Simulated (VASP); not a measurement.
Here is a VASP 6.6.1 calculation.

File INCAR:

```
ALGO = Normal ; EDIFF = 1E-7
ENCUT = 520 ; GGA = PE
ISIF = 2 ; ISMEAR = 0
LASPH = T ; LCHARG = F
LREAL = F ; LWAVE = F
NBANDS = 16 ; NELM = 60
PREC = Accurate ; SIGMA = 0.01
```

File KPOINTS:

```
k-points
0
Gamma
  10 10 10
```

POSCAR

```
GaN
1.0
    0.0000000000      2.2742384953      2.2742384953
    2.2742384953      0.0000000000      2.2742384953
    2.2742384953      2.2742384953      0.0000000000
Ga N
1 1
Direct
    0.0000000000      0.0000000000      0.0000000000
    0.7500000000      0.7500000000      0.7500000000
```

Potentials or basis: VASP PAW PBE potentials, release 64 (Ga_d, N).

Launch:

```sh
$ cat potpaw_PBE.64/Ga_d/POTCAR potpaw_PBE.64/N/POTCAR > POTCAR
$ mpirun -np 1 vasp_std > vasp.out
```

Problem. Estimate the pressure.

Solution. 0.1 GPa.

Problem. Predict the band gap on the k mesh.

Solution. 1.55 eV, direct.

A hybrid or GW would open this gap; PBE tends to underestimate it.
